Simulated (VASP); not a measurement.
Crystal: Co.

```
Co
1.0
     2.50188    0.00000    0.00000
    -1.25094    2.16670    0.00000
     0.00000    0.00000    8.17115
Co
4
Direct
  0.00000 0.00000 0.00000
  0.00000 0.00000 0.50000
  0.33333 0.66667 0.25000
  0.66667 0.33333 0.75000
```

- Program: VASP 6.6.1
- Task: relaxation of cell and atoms
- Functional: PBE
- Potentials or basis: VASP PAW PBE potentials, release 64 (Co)
- Cutoff: 600 eV
- k mesh: 14 × 14 × 4
- Occupations: fermi-dirac, width 0.1 eV
- Spin: no spin polarisation

At the start: pressure -14.9 GPa; volume 11.07 Å³/atom.

Where does the relaxation end?

Over 5 steps the energy falls by 38.0 meV/atom and the volume is 10.31 Å³/atom (-6.9 %); space group P6_3/mmc (No. 194, to 0.05 Å).

The path:
```
step  energy change (eV)  largest force (eV/Å)  pressure (GPa)  volume (Å³)
   1              0.0000                0.0000          -14.87        44.29
   2              0.0761                0.0000           24.53        38.03
   3             -0.1518                0.0000           -0.30        41.30
   4             -0.1519                0.0000            0.14        41.24
   5             -0.1520                0.0000            0.07        41.24
```

Final structure:
```yaml
crystal:
  lattice:
    - [2.44582, 0.00000, 0.00000]
    - [-1.22291, 2.11814, 0.00000]
    - [0.00000, 0.00000, 7.96078]
  atoms:
    - { symbol: Co, position: [0.00000, 0.00000, 0.00000] }
    - { symbol: Co, position: [0.00000, 0.00000, 0.50000] }
    - { symbol: Co, position: [0.33333, 0.66667, 0.25000] }
    - { symbol: Co, position: [0.66667, 0.33333, 0.75000] }
```

Caveat: the run has no spin polarisation, though such a crystal can be magnetic.
